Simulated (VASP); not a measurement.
# LiF (P6_3mc) in VASP: notebook

LiF is run at these levels: PBE; tasks: single point.

All numbers are computed with VASP 6.6.1; they aren't measurements. Logs are shortened: lines on timing, memory, paths and dates and some standing lists are left out, and cuts for length are marked.

## 1. The cell of the first run

It takes space group P6_3mc (No. 186, hexagonal). The conventional cell has a = 3.160 Å, b = 3.160 Å, c = 4.797 Å, α = 90.00°, β = 90.00°, γ = 120.00°. Within 2.5 Å of Li (site symmetry 3m) lie 4 F at 1.89 to 1.91 Å. Within 2.5 Å of F (site symmetry 3m) lie 4 Li at 1.89 to 1.91 Å.

## 2. Single point, PBE (c/a of the conventional cell at fixed volume 1.5180)

Input file INCAR:

```
  PREC = Accurate
  ENCUT = 520
  EDIFF = 1E-6
  ISMEAR = 0
  SIGMA = 0.05
  LREAL = F
  LASPH = T
  NELM = 60
  ALGO = Normal
  ISIF = 2
  LWAVE = F
  LCHARG = T
  GGA = PE
  LELF = T
  LVHAR = T
  NBANDS = 18
```

Input file KPOINTS:

```
regular mesh
0
Gamma
  9 9 6
```

Input file POSCAR:

```
LiF
1.0
    3.1599600852      0.0000000000      0.0000000000
   -1.5799800426      2.7366057088      0.0000000000
    0.0000000000      0.0000000000      4.7968194094
Li F
2 2
Direct
    0.3333333333      0.6666666667      0.3912714954
    0.6666666667      0.3333333333      0.8912714954
    0.3333333333      0.6666666667      0.9939266766
    0.6666666667      0.3333333333      0.4939266766
```

Potentials or basis: VASP PAW PBE potentials, release 64 (Li_sv, F).

On the command line:

```console
$ cat potpaw_PBE.64/Li_sv/POTCAR potpaw_PBE.64/F/POTCAR > POTCAR
$ mpirun -np 1 vasp_std > vasp.out
```

OUTCAR:

```text
PREC = Accurate
   ENCUT = 520
   EDIFF = 1E-6
   ISMEAR = 0
   LREAL = F
   LASPH = T
   NELM = 60
   ISIF = 2
   GGA = PE

 ion  position               nearest neighbor table
   1  0.333  0.667  0.391-   4 1.89   4 1.89   4 1.89   3 1.91
   2  0.667  0.333  0.891-   3 1.89   3 1.89   3 1.89   4 1.91
   3  0.333  0.667  0.994-   2 1.89   2 1.89   2 1.89   1 1.91
   4  0.667  0.333  0.494-   1 1.89   1 1.89   1 1.89   2 1.91

  LATTYP: Found a hexagonal cell.
 ALAT       =     3.1599600852
 C/A-ratio  =     1.5180000000

  Lattice vectors:

 A1 = (   3.1599600852,   0.0000000000,   0.0000000000)
 A2 = (  -1.5799800426,   2.7366057088,   0.0000000000)
 A3 = (   0.0000000000,   0.0000000000,   4.7968194094)

Analysis of symmetry for initial positions (statically):
=====================================================================
 Subroutine PRICEL returns:
 Original cell was already a primitive cell.

 Routine SETGRP: Setting up the symmetry group for a
 hexagonal supercell.

 Subroutine GETGRP returns: Found 12 space group operations
 (whereof  6 operations were pure point group operations)
 out of a pool of 24 trial point group operations.

The static configuration has the point symmetry C_3v.
 The point group associated with its full space group is C_6v.

Analysis of symmetry for dynamics (positions and initial velocities):
=====================================================================
 Subroutine PRICEL returns:
 Original cell was already a primitive cell.

 Routine SETGRP: Setting up the symmetry group for a
 hexagonal supercell.

 Subroutine GETGRP returns: Found 12 space group operations
 (whereof  6 operations were pure point group operations)
 out of a pool of 24 trial point group operations.

The dynamic configuration has the point symmetry C_3v.
 The point group associated with its full space group is C_6v.

 Subroutine INISYM returns: Found 12 space group operations
 (whereof  6 operations are pure point group operations),
 and found     1 'primitive' translations

----------------------------------------------------------------------------------------

                                     Primitive cell

  volume of cell :      41.4808

  direct lattice vectors                    reciprocal lattice vectors
     3.159960085  0.000000000  0.000000000     0.316459693  0.182708089  0.000000000
    -1.579980043  2.736605709  0.000000000     0.000000000  0.365416178  0.000000000
     0.000000000  0.000000000  4.796819409     0.000000000  0.000000000  0.208471471

  length of vectors
     3.159960085  3.159960085  4.796819409     0.365416178  0.365416178  0.208471471

  position of ions in fractional coordinates (direct lattice)
     0.333333333  0.666666667  0.391271495
     0.666666667  0.333333333  0.891271495
     0.333333333  0.666666667  0.993926677
     0.666666667  0.333333333  0.493926677

  ion indices of the primitive-cell ions
   primitive index   ion index
                 1           1
                 2           2
                 3           3
                 4           4

----------------------------------------------------------------------------------------

 KPOINTS: regular mesh

Automatic generation of k-mesh.
 Grid dimensions read from file:
 generate k-points for:    9    9    6

 Generating k-lattice:

  Cartesian coordinates                     Fractional coordinates (reciprocal lattice)
     0.035162188  0.020300899  0.000000000     0.111111111  0.000000000  0.000000000
     0.000000000  0.040601798  0.000000000     0.000000000  0.111111111  0.000000000
     0.000000000  0.000000000  0.034745245     0.000000000  0.000000000  0.166666667

  Length of vectors
     0.040601798  0.040601798  0.034745245

  Shift w.r.t. Gamma in fractional coordinates (k-lattice)
     0.000000000  0.000000000  0.000000000

 Subroutine IBZKPT returns following result:
 ===========================================

 Found     48 irreducible k-points:

 Following reciprocal coordinates:
            Coordinates               Weight
  0.000000  0.000000  0.000000      1.000000
  0.111111  0.000000  0.000000      6.000000
  0.222222  0.000000  0.000000      6.000000
  0.333333  0.000000  0.000000      6.000000
  0.444444  0.000000  0.000000      6.000000
  0.111111  0.111111  0.000000      6.000000
[... 16 lines left out ...]
  0.333333  0.222222  0.166667     24.000000
  0.333333  0.333333  0.166667      4.000000
 [... further k-points ...]
   k-points           NKPTS =     48   k-points in BZ     NKDIM =     48   number of bands    NBANDS=     18
   number of dos      NEDOS =    301   number of ions     NIONS =      4
   total plane-waves  NPLWV =  20736
   dimension x,y,z NGX =    24 NGY =   24 NGZ =   36
   dimension x,y,z NGXF=    48 NGYF=   48 NGZF=   72
   ions per type =               2   2
   NGX,Y,Z   is equivalent  to a cutoff of  12.63, 12.63, 12.48 a.u.
   NGXF,Y,Z  is equivalent  to a cutoff of  25.25, 25.25, 24.95 a.u.
 SYSTEM =  unknown system
   PREC   = accura    normal or accurate (medium, high low for compatibility)
   ISTART =      0    job   : 0-new  1-cont  2-samecut
   ICHARG =      2    charge: 1-file 2-atom 10-const
   ISPIN  =      1    spin polarized calculation?
   LNONCOLLINEAR =      F non collinear calculations
   LSORBIT =      F    spin-orbit coupling
   LASPH  =      T    aspherical Exc in radial PAW
   ENCUT  =  520.0 eV  38.22 Ry    6.18 a.u.   5.88  5.88  8.92*2*pi/ulx,y,z
   NELM   =     60;   NELMIN=  2; NELMDL= -5     # of ELM steps
   EDIFF  = 0.1E-05   stopping-criterion for ELM
   LREAL  =      F    real-space projection
   EDIFFG = 0.1E-04   stopping-criterion for IOM
   NSW    =      0    number of steps for IOM
   IBRION =     -1    ionic relax: 0-MD 1-quasi-New 2-CG
   NFREE  =      0    steps in history (QN), initial steepest desc. (CG)
   ISIF   =      2    stress and relaxation
   ISYM   =      2    0-nonsym 1-usesym 2-fastsym
   POTIM  = 0.5000    time-step for ionic-motion
   TEBEG  =    0.0;   TEEND  =   0.0 temperature during run
   PSTRESS=    0.0 pullay stress
   NELECT =      20.0000    total number of electrons
   NUPDOWN=      -1.0000    fix difference up-down
   EMIN   =  10.00;   EMAX   =-10.00  energy-range for DOS
   EFERMI =   0.00;   METHOD = LEGACY
   ISMEAR =     0;   SIGMA  =   0.05  broadening in eV -4-tet -1-fermi 0-gaus
   EFERMI_NEDOS =   21; number of points for ismear=-14 and -15
   IALGO  =     38    algorithm
   IMIX   =      4    mixing-type and parameters
     AMIX     =   0.40;   BMIX     =  1.00
     AMIX_MAG =   1.60;   BMIX_MAG =  1.00
  volume/ion in A,a.u.               =      10.37        69.98
  Fermi-wavevector in a.u.,A,eV,Ry     =   1.283716  2.425872 22.421420  1.647928
  Thomas-Fermi vector in A             =   2.415953
   LORBIT       =      0    0 simple, 1 ext, 2 COOP (PROOUT), +10 PAW based schemes
   GGA     = PE    functional components
   LHFCALC =     F    Hartree Fock is set to
   AEXX    =    0.0000 exact exchange contribution
   IVDW    =     0    specifies the selected vdW correction
   LEPSILON=     F    determine dielectric tensor
   LRPA    =     F    only Hartree local field effects (RPA)
 non-spin polarized calculation
 Gauss-broadening in eV      SIGMA  =   0.05
  energy-cutoff  :      520.00
  volume of cell :       41.48
 maximum number of plane-waves:      1134
 NGX is ok and might be reduce to    24
   NGX = 11   NGY = 11   NGZ = 17

 number of electron      20.0000011 magnetization

 Free energy of the ion-electron system (eV)
  ---------------------------------------------------
  ext. energy  EPLUGINS =         0.00000000
  ---------------------------------------------------
  free energy    TOTEN  =       -19.29700839 eV

  energy without entropy =      -19.29700839  energy(sigma->0) =      -19.29700839

 E-fermi :  -2.2841     XC(G=0):  -8.6443

 val. band max:       -2.5841522663   @ k =   0.0000   0.0000   0.0000
 cond. band min:       4.9215642391   @ k =   0.0000   0.0000   0.0000
 fundamental gap:      7.5057165053
 Fermi energy:        -2.2840815679

 k-point     1 :       0.0000    0.0000    0.0000
  band No.  band energies     occupation
      1     -43.2357      2.00000
      2     -43.1999      2.00000
      3     -22.0297      2.00000
      4     -21.7736      2.00000
      5      -4.7215      2.00000
      6      -3.1655      2.00000
[... 10 lines left out ...]
     17      16.3338      0.00000
     18      17.8422      0.00000

 k-point     2 :       0.1111    0.0000    0.0000
  band No.  band energies     occupation
      1     -43.2329      2.00000
      2     -43.1989      2.00000
      3     -22.0156      2.00000
      4     -21.7730      2.00000
      5      -4.6568      2.00000
      6      -3.2807      2.00000
[... 10 lines left out ...]
     17      16.5431      0.00000
     18      17.6147      0.00000

 k-point     3 :       0.2222    0.0000    0.0000
  band No.  band energies     occupation
      1     -43.2252      2.00000
      2     -43.1967      2.00000
      3     -21.9770      2.00000
      4     -21.7731      2.00000
      5      -4.4886      2.00000
      6      -3.6082      2.00000
[... 10 lines left out ...]
     17      16.7605      0.00000
     18      16.7921      0.00000

 k-point     4 :       0.3333    0.0000    0.0000
  band No.  band energies     occupation
      1     -43.2156      2.00000
      2     -43.1949      2.00000
      3     -21.9258      2.00000
      4     -21.7796      2.00000
      5      -4.3740      2.00000
      6      -3.8753      2.00000
[... 375 lines left out ...]
      4     -21.7944      2.00000
      5      -4.2652      2.00000
      6      -4.1532      2.00000
[... 10 lines left out ...]
     17      16.4794      0.00000
     18      17.7511      0.00000

 k-point    23 :       0.3333    0.2222    0.1667
  band No.  band energies     occupation
      1     -43.2034      2.00000
      2     -43.1965      2.00000
      3     -21.8557      2.00000
      4     -21.8078      2.00000
      5      -4.4886      2.00000
      6      -3.9643      2.00000
[... 10 lines left out ...]
     17      15.9823      0.00000
     18      17.8012      0.00000

 k-point    24 :       0.3333    0.3333    0.1667
  band No.  band energies     occupation
      1     -43.1990      2.00000
      2     -43.1990      2.00000
      3     -21.8275      2.00000
      4     -21.8275      2.00000
      5      -4.5450      2.00000
      6      -3.7979      2.00000
[... 10 lines left out ...]
     17      15.5682      0.00000
     18      17.8963      0.00000

 [... further k-points ...]

------------------------ aborting loop because EDIFF is reached ----------------------------------------

  FORCE on cell =-STRESS in cart. coord.  units (eV):
  Direction    XX          YY          ZZ          XY          YZ          ZX
  --------------------------------------------------------------------------------------
  -------------------------------------------------------------------------------------
  Total       -0.1615346     -0.1615346      0.0192692      0.0000000      0.0000000      0.0000000
  in kB       -6.2391999     -6.2391999      0.7442651      0.0000000      0.0000000      0.0000000
  external PRESSURE =      -3.9113782 kB  Pullay stress =       0.0000000 kB

 VOLUME and BASIS-vectors are now :
 -----------------------------------------------------------------------------
  energy-cutoff  :      520.00
  volume of cell :       41.48
      direct lattice vectors                 reciprocal lattice vectors
     3.159960085  0.000000000  0.000000000     0.316459693  0.182708089  0.000000000
    -1.579980043  2.736605709  0.000000000     0.000000000  0.365416178  0.000000000
     0.000000000  0.000000000  4.796819409     0.000000000  0.000000000  0.208471471

 POSITION                                       TOTAL-FORCE (eV/Angst)
 -----------------------------------------------------------------------------------
     -0.00000      1.82440      1.87686        -0.000000      0.000000     -0.023806
      1.57998      0.91220      4.27527         0.000000      0.000000     -0.023806
     -0.00000      1.82440      4.76769        -0.000000      0.000000      0.023806
      1.57998      0.91220      2.36928         0.000000     -0.000000      0.023806
 -----------------------------------------------------------------------------------
    total drift:                                0.000001      0.000002      0.002583

  FREE ENERGIE OF THE ION-ELECTRON SYSTEM (eV)
  ---------------------------------------------------
  free  energy   TOTEN  =       -19.2970083891 eV

  energy  without entropy=      -19.2970083891  energy(sigma->0) =      -19.29700839
```

Wall time 77 s (1 thread of AMD EPYC 7R13, shared host); peak memory 0.13 GiB.

Results:

```
Free energy            : -19.2970 eV
Largest force          : 0.024 eV/Å
Band gap on the k mesh : 7.51 eV, direct
```

Forces in eV/Å, atoms in the order of the input:
```
Li   0.000  0.000 -0.024
Li   0.000  0.000 -0.024
F    0.000  0.000  0.024
F    0.000  0.000  0.024
```

Caveat: the cutoff is under 1.25 times the usual one of these potentials, so pressure, stress and relaxed cells hold a basis-set (Pulay) error.

## 3. Single point, PBE (c/a of the conventional cell at fixed volume 1.5431)

Input file INCAR:

```
ALGO = Normal
EDIFF = 1E-6
ENCUT = 520
GGA = PE
ISIF = 2
ISMEAR = 0
LASPH = True
LCHARG = False
LREAL = False
LWAVE = False
NBANDS = 18
NELM = 100
PREC = Accurate
SIGMA = 0.05
```

Input file KPOINTS:

```
k-points
0
Gamma
  9 9 6
```

Input file POSCAR:

```
LiF
1.0
    3.1427330808      0.0000000000      0.0000000000
   -1.5713665404      2.7216866853      0.0000000000
    0.0000000000      0.0000000000      4.8495514170
Li F
2 2
Direct
    0.3333333333      0.6666666667      0.3810713234
    0.6666666667      0.3333333333      0.8810713234
    0.3333333333      0.6666666667      0.9939266766
    0.6666666667      0.3333333333      0.4939266766
```

Potentials or basis: VASP PAW PBE potentials, release 64 (Li_sv, F).

On the command line:

```console
$ cat potpaw_PBE.64/Li_sv/POTCAR potpaw_PBE.64/F/POTCAR > POTCAR
$ mpirun -np 1 vasp_std > vasp.out
```

It took 79 s on 1 thread of AMD EPYC 7R13, shared host; peak memory 0.13 GiB.

The run converged. Its results:

| Item | Value |
| --- | --- |
| Free energy | -19.2986 eV |
| Largest force | 0.053 eV/Å |
| Band gap on the k mesh | 7.57 eV, direct |

Forces on the atoms (eV/Å):
```
Li   0.000  0.000  0.053
Li   0.000  0.000  0.053
F    0.000  0.000 -0.053
F    0.000  0.000 -0.053
```

Levels at points of the mesh, in eV from the valence-band top:
| k point | band 6 | band 7 | band 8 | band 9 | band 10 | band 11 | band 12 | band 13 | band 14 | band 15 |
| --- | --- | --- | --- | --- | --- | --- | --- | --- | --- | --- |
| (0.00, 0.00, 0.00) | -0.48 | -0.48 | -0.16 | -0.16 | 0.00 | 7.57 | 11.87 | 14.92 | 18.10 | 18.10 |
| (0.00, 0.00, 0.50) | -1.08 | -0.32 | -0.32 | -0.32 | -0.32 | 9.25 | 9.25 | 17.40 | 17.40 | 18.35 |

Caveat: the cutoff is under 1.25 times the usual one of these potentials, so pressure, stress and relaxed cells hold a basis-set (Pulay) error. A k mesh can miss the band edges.
